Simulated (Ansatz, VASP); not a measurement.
Two plane-wave programs on In

```
In
1.0
     3.19913    0.00000    0.00000
    -1.59956    2.77052    0.00000
     0.00000    0.00000    3.05366
In
1
Direct
  0.00000 0.00000 0.00000
```

Alike in both runs: functional r2SCAN; k mesh 21 × 21 × 18; occupations gaussian, width 0.1 eV; no spin polarisation.

Ansatz relaxed the structure, and its values are those at the end. VASP's run is a single point on that final structure, the one shown.

```csv
,VASP,Ansatz
version,VASP 6.6.1,Ansatz 0.2.0
potentials or method,"VASP PAW PBE potentials, release 64 (In_d), cutoff 550 eV","scalar-relativistic, plane waves, PAW"
valence electrons in the cell,13,13
```

|  | VASP | Ansatz | Ansatz less VASP |
| --- | --- | --- | --- |
| gap on the k mesh at the Fermi level (eV) | none | none | - |
| pressure (GPa) | 0.0 | 0.0 | -0.02 |

VASP's potentials were made for PBE, not for r2SCAN. A gap of «none» marks a metal or a gap that the smearing closes. The functional is the same, so the differences come from potentials, cutoffs and numerics.
